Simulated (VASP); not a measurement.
Set up this calculation in VASP 6.6.1, as the native input.

```yaml
Task: single point
Functional: PBE
Dispersion: D3(BJ)
Potentials_or_basis: VASP PAW PBE potentials, release 64 (Te, Pb_d)
Cutoff: 520 eV
k_mesh: 6 × 6 × 6
Occupations: gaussian, width 0.02 eV
Spin: no spin polarisation
Dipole_correction: no
Further_INCAR_settings: ALGO = Normal; EDIFF = 1e-06; NBANDS = 17
```

The structure of TePb lies in POSCAR:

```
TePb
1.0
    0.0000000000      3.2361611225      3.2361611225
    3.2361611225      0.0000000000      3.2361611225
    3.2361611225      3.2361611225      0.0000000000
Te Pb
1 1
Direct
    0.5000000000      0.5000000000      0.5000000000
    0.0000000000      0.0000000000      0.0000000000
```

The input as run:

INCAR

```
ALGO = Normal
EDIFF = 1E-6
ENCUT = 520
GGA = PE
ISIF = 2
ISMEAR = 0
IVDW = 12
LASPH = T
LCHARG = F
LREAL = F
LWAVE = F
NBANDS = 17
NELM = 80
PREC = Accurate
SIGMA = 0.02
```

KPOINTS

```
k-points
0
Gamma
  6 6 6
```

Potentials or basis: VASP PAW PBE potentials, release 64 (Te, Pb_d).

Run with:

```bash
$ cat potpaw_PBE.64/Te/POTCAR potpaw_PBE.64/Pb_d/POTCAR > POTCAR
$ mpirun -np 1 vasp_std > vasp.out
```

It gave:

```json
{"Pressure": "-0.1 GPa", "Band gap on the k mesh": "0.75 eV", "Dispersion energy per atom": "-0.400 eV"}
```

Caveat: spin-orbit coupling is left out, which moves the levels of the heavy elements.

Wall time 28 s on 1 thread of AMD EPYC 7R43 64-Core Processor (Zen 3), on a shared host, peak memory 0.18 GiB.
